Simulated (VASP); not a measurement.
# TePd (Pm-3m) in VASP: notebook, part 2 of 2

VASP 6.6.1. Earlier steps stand in the parts before.

## 3. Single point, LDA+U, collinear spin, zero start

INCAR

```
  PREC = Accurate
  ENCUT = 500
  EDIFF = 1E-6
  ISMEAR = 0
  SIGMA = 0.05
  LREAL = F
  LASPH = T
  NELM = 200
  ALGO = Normal
  ISIF = 2
  LWAVE = F
  LCHARG = F
  ISPIN = 2
  MAGMOM = 0 0
  LORBIT = 11
  LMAXMIX = 4
  LDAU = T
  LDAUTYPE = 1
  LDAUL = 2 -1
  LDAUU = 5 0
  LDAUJ = 0.9 0
  LDAUPRINT = 1
  GGA = CA
  NBANDS = 19
  GGA_COMPAT = F
```

KPOINTS

```
regular mesh
0
Gamma
  5 5 5
```

POSCAR

```
TePd
1.0
    3.6310931200      0.0000000000      0.0000000000
    0.0000000000      3.6310931200      0.0000000000
    0.0000000000      0.0000000000      3.6310931200
Pd Te
1 1
Direct
    0.0000000000      0.0000000000      0.0000000000
    0.5000000000      0.5000000000      0.5000000000
```

Potentials or basis: VASP PAW LDA potentials, release 64 (Pd, Te).

On the command line:

```sh
$ cat potpaw_LDA.64/Pd/POTCAR potpaw_LDA.64/Te/POTCAR > POTCAR
$ mpirun -np 1 vasp_std > vasp.out
```

OUTCAR:

```text
PREC = Accurate
   ENCUT = 500
   EDIFF = 1E-6
   ISMEAR = 0
   LREAL = F
   LASPH = T
   NELM = 200
   ISIF = 2
   ISPIN = 2
   LORBIT = 11
   GGA = CA

 ion  position               nearest neighbor table
   1  0.000  0.000  0.000-   2 3.14   2 3.14   2 3.14   2 3.14   2 3.14   2 3.14   2 3.14   2 3.14

   2  0.500  0.500  0.500-   1 3.14   1 3.14   1 3.14   1 3.14   1 3.14   1 3.14   1 3.14   1 3.14

  LATTYP: Found a simple cubic cell.
 ALAT       =     3.6310931200

  Lattice vectors:

 A1 = (   3.6310931200,   0.0000000000,   0.0000000000)
 A2 = (   0.0000000000,   3.6310931200,   0.0000000000)
 A3 = (   0.0000000000,   0.0000000000,   3.6310931200)

Analysis of symmetry for initial positions (statically):
=====================================================================
 Subroutine PRICEL returns:
 Original cell was already a primitive cell.

 Routine SETGRP: Setting up the symmetry group for a
 simple cubic supercell.

 Subroutine GETGRP returns: Found 48 space group operations
 (whereof 48 operations were pure point group operations)
 out of a pool of 48 trial point group operations.

The static configuration has the point symmetry O_h .

Analysis of symmetry for dynamics (positions and initial velocities):
=====================================================================
 Subroutine PRICEL returns:
 Original cell was already a primitive cell.

 Routine SETGRP: Setting up the symmetry group for a
 simple cubic supercell.

 Subroutine GETGRP returns: Found 48 space group operations
 (whereof 48 operations were pure point group operations)
 out of a pool of 48 trial point group operations.

The dynamic configuration has the point symmetry O_h .

Analysis of structural, dynamic, and magnetic symmetry:
=====================================================================
 Subroutine PRICEL returns:
 Original cell was already a primitive cell.

[... 172 lines left out ...]
  ext. energy  EPLUGINS =         0.00000000
  ---------------------------------------------------
  free energy    TOTEN  =        -7.83232804 eV

  energy without entropy =       -7.82912381  energy(sigma->0) =       -7.83072593

 E-fermi :   6.8117     XC(G=0): -10.8663

 val. band max:        6.7945938773   @ k =   0.4000   0.4000   0.4000
 cond. band min:       7.1208260921   @ k =   0.2000   0.0000   0.0000
 fundamental gap:      0.3262322148
 Fermi energy:         6.8117160494

 spin component 1

 k-point     1 :       0.0000    0.0000    0.0000
  band No.  band energies     occupation
      1      -5.6759      1.00000
      2       3.4830      1.00000
      3       3.4830      1.00000
      4       4.5939      1.00000
      5       4.5939      1.00000
      6       4.5939      1.00000
[... 196 lines left out ...]
      5       4.6623      1.00000
      6       4.6623      1.00000
[... 11 lines left out ...]
     18      25.2203      0.00000
     19      25.7283      0.00000
 Fermi energy:         6.8117160494

 spin component 2

 k-point     1 :       0.0000    0.0000    0.0000
  band No.  band energies     occupation
      1      -5.6758      1.00000
      2       3.4830      1.00000
      3       3.4830      1.00000
      4       4.5944      1.00000
      5       4.5944      1.00000
      6       4.5944      1.00000
[... 197 lines left out ...]
      6       4.6623      1.00000
[... 11 lines left out ...]
     18      25.2203      0.00000
     19      25.7284      0.00000

------------------------ aborting loop because EDIFF is reached ----------------------------------------

  FORCE on cell =-STRESS in cart. coord.  units (eV):
  Direction    XX          YY          ZZ          XY          YZ          ZX
  --------------------------------------------------------------------------------------
  -------------------------------------------------------------------------------------
  Total       -5.2496777     -5.2496777     -5.2496777      0.0000000      0.0000000     -0.0000000
  in kB     -175.6835354   -175.6835354   -175.6835354      0.0000000      0.0000000     -0.0000000
  external PRESSURE =    -175.6835354 kB  Pullay stress =       0.0000000 kB

 VOLUME and BASIS-vectors are now :
 -----------------------------------------------------------------------------
  energy-cutoff  :      500.00
  volume of cell :       47.88
      direct lattice vectors                 reciprocal lattice vectors
     3.631093120  0.000000000  0.000000000     0.275399161  0.000000000  0.000000000
     0.000000000  3.631093120  0.000000000     0.000000000  0.275399161  0.000000000
     0.000000000  0.000000000  3.631093120     0.000000000  0.000000000  0.275399161

 POSITION                                       TOTAL-FORCE (eV/Angst)
 -----------------------------------------------------------------------------------
      0.00000      0.00000      0.00000         0.000000      0.000000      0.000000
      1.81555      1.81555      1.81555         0.000000      0.000000      0.000000
 -----------------------------------------------------------------------------------
    total drift:                               -0.000000      0.000000     -0.000000

  FREE ENERGIE OF THE ION-ELECTRON SYSTEM (eV)
  ---------------------------------------------------
  free  energy   TOTEN  =        -7.8323280406 eV

  energy  without entropy=       -7.8291238107  energy(sigma->0) =       -7.83072593

 total charge

# of ion       s       p       d       tot
------------------------------------------
    1        0.248   0.207   9.009   9.464
    2        1.454   1.677   0.043   3.174
--------------------------------------------------
tot          1.701   1.885   9.052  12.638

 magnetization (x)

# of ion       s       p       d       tot
------------------------------------------
    1       -0.000   0.000   0.000   0.000
    2       -0.000   0.000   0.000   0.000
--------------------------------------------------
tot         -0.000   0.000   0.000   0.000
```

stdout:

```text
POSCAR found type information on POSCAR PdTe
 POSCAR found :  2 types and       2 ions
 scaLAPACK will be used
 LDA part: xc-table for (Slater(with rela. corr.)+CA(PZ))
 , standard interpolation
 POSCAR, INCAR and KPOINTS ok, starting setup
 FFT: planning ... GRIDC
 FFT: planning ... GRID_SOFT
 FFT: planning ... GRID
 WAVECAR not read
 entering main loop
```

Wall time 35 s (1 thread of AMD EPYC 7R13, shared host); peak memory 0.12 GiB.

What came out:

```
Free energy                                           : -7.8323 eV
Pressure                                              : -17.6 GPa
Band gap on the k mesh                                : zero (filled and empty bands overlap)
Net moment                                            : 0.00 μB per cell
Valence electrons inside the program's atomic spheres : Pd 9.46; Te 3.17
```

Eigenvalues of the final occupation matrices:
```
    site  spin  trace               eigenvalues
site 1 d     1   4.53  0.88 0.88 0.88 0.94 0.94
site 1 d     2   4.53  0.88 0.88 0.88 0.94 0.94
```

Caveat: spin-orbit coupling is left out, which moves the levels of the heavy elements; the U is typed as a test and isn't derived for this compound.
